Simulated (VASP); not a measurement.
Input of a VASP 6.6.1 run:

INCAR

```
SYSTEM = BaTiO3
  PREC = Accurate
  ENCUT = 520
  EDIFF = 1E-6
  ISMEAR = -1
  SIGMA = 0.05
  LREAL = .FALSE.
  LASPH = .TRUE.
  NELM = 150
  ALGO = Normal
  ISIF = 2
  LWAVE = .FALSE.
  LCHARG = .TRUE.
  LMAXMIX = 4
  LDAU = .TRUE.
  LDAUTYPE = 2
  LDAUL = -1 2 -1
  LDAUU = 0 5 0
  LDAUJ = 0 0 0
  LDAUPRINT = 1
  GGA = PS
  LVHAR = .TRUE.
  NBANDS = 51
  KPAR = 4
```

The input KPOINTS:

```
Automatic mesh
0
G
  7 7 4
  0 0 0
```

Contents of POSCAR:

```
BaTiO3
1.0
    3.9828104646      0.0000016705     -0.0000007547
    0.0000016705      3.9828136395     -0.0000001661
   -0.0000015094     -0.0000003321      7.9655692161
Ba Ti O
2 2 6
Direct
    0.5000145091      0.5000355876      0.2500097277
    0.5000130744      0.5000378169      0.7500095416
   -0.0000008285      1.0000982595      0.0000238807
    1.0000692302      1.0000879175      0.5000237641
    0.5000009815      0.9999673921      0.9999921497
    0.4999506448      0.9999693198      0.4999903903
    1.0000038120      0.4999310492      0.9999908620
    0.9999737333      0.4999374956      0.4999927869
    0.9999864462     -0.0000309827      0.2499835007
   -0.0000116031     -0.0000338454      0.7499833862
```

Potentials or basis: VASP PAW PBE potentials, release 64 (Ba_sv, Ti_sv, O).

Run with:

```sh
$ cat potpaw_PBE.64/Ba_sv/POTCAR potpaw_PBE.64/Ti_sv/POTCAR potpaw_PBE.64/O/POTCAR > POTCAR
$ mpirun -np 4 vasp_std > vasp.out
```

Estimate the largest force.

0.004 eV/Å.

Estimate the pressure.

4.4 GPa.

What does it give for the band gap on the k mesh?

2.36 eV.

Eigenvalues of the final occupation matrices:
```tsv
site	spin	trace	eigenvalues
site 3 d	1	0.78	0.10 0.10 0.10 0.24 0.24
site 3 d	2	0.78	0.10 0.10 0.10 0.24 0.24
site 4 d	1	0.78	0.10 0.10 0.10 0.24 0.24
site 4 d	2	0.78	0.10 0.10 0.10 0.24 0.24
```

Caveat: the cell stands under pressure; the PAW data sets were made with another functional, which shifts forces and pressure a little; spin-orbit coupling is left out, which moves the levels of the heavy elements. A k mesh can miss the band edges.
